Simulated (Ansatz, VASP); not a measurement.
## One calculation of MgO, two programs

Contents of INCAR:

```
SYSTEM = MgO
PREC     = Accurate       ! precision mode
ENCUT    = 520            ! plane-wave cutoff, eV
EDIFF    = 1E-7           ! SCF threshold, eV
ISMEAR   = -1             ! smearing method
SIGMA    = 0.05           ! smearing width, eV
LREAL    = .FALSE.        ! projectors in reciprocal space
LASPH    = .TRUE.         ! aspherical terms in the spheres
NELM     = 80             ! most SCF steps
ALGO     = Normal         ! electronic algorithm
ISIF     = 2              ! what is computed and relaxed
LWAVE    = .FALSE.        ! write WAVECAR
LCHARG   = .FALSE.        ! write CHGCAR
GGA      = PS             ! functional
NBANDS   = 16             ! bands
```

The input KPOINTS:

```
Automatic mesh
0
G
  9 9 6
  0 0 0
```

The input POSCAR:

```
MgO
1.0
    3.3726620253      0.0000000000      0.0000000000
   -1.6863310127      2.9208109923      0.0000000000
    0.0000000000      0.0000000000      5.0806100433
Mg O
2 2
Direct
    0.6666666667      0.3333333333      0.5021597400
    0.3333333333      0.6666666667      0.0021597400
    0.6666666667      0.3333333333      0.9024402600
    0.3333333333      0.6666666667      0.4024402600
```

input.yaml

```yaml
crystal:
  lattice:
    - [3.3726620253, 0.0, 0.0]
    - [-1.6863310127, 2.9208109923, 0.0]
    - [0.0, 0.0, 5.0806100433]
  atoms:
    - { symbol: Mg, position: [0.6666666667, 0.3333333333, 0.50215974] }
    - { symbol: Mg, position: [0.3333333333, 0.6666666667, 0.00215974] }
    - { symbol: O, position: [0.6666666667, 0.3333333333, 0.90244026] }
    - { symbol: O, position: [0.3333333333, 0.6666666667, 0.40244026] }
kpoints:
  mp_grid: { grid: [9, 9, 6] }
scf:
  occupations: { method: fermi_dirac, width: 0.05 }
hamiltonian:
  xc: pbesol
  pseudopotentials: { kind: all_electron, lapw: { basis_error: 0.002 } }
output:
  forces: true
  stress: true
  eigenvalues: true
```

Change from the starting cell: volume scaled by 1.06.

Alike in both runs: task single point; functional PBEsol; k mesh 9 × 9 × 6; occupations fermi-dirac, width 0.05 eV; no spin polarisation.

```csv
,VASP,Ansatz
version,VASP 6.6.1,Ansatz 0.2.0
potentials or method,"VASP PAW PBE potentials, release 64 (Mg, O), cutoff 520 eV","all-electron LAPW, scalar-relativistic"
```

VASP gave:

| Item | Value |
| --- | --- |
| gap on the k mesh at the Fermi level (eV) | 3.04 |
| least direct gap on the mesh (eV) | 3.04 |
| pressure (GPa) | -6.3 |
| traceless stress, the component that is largest in VASP (GPa) | 0.70 |
| rms of the force components (eV/Å) | 0.035 |

Q: Which values does Ansatz return?

A: gap on the k mesh at the Fermi level (eV): 3.04; least direct gap on the mesh (eV): 3.04; pressure (GPa): -6.0; traceless stress, the component that is largest in VASP (GPa): 0.67; rms of the force components (eV/Å): 0.034.

VASP's potentials were made for PBE, not for PBEsol. Atom by atom the forces differ by 0.001 eV/Å (rms over components). Ansatz ran all-electron here, and VASP with PAW potentials.
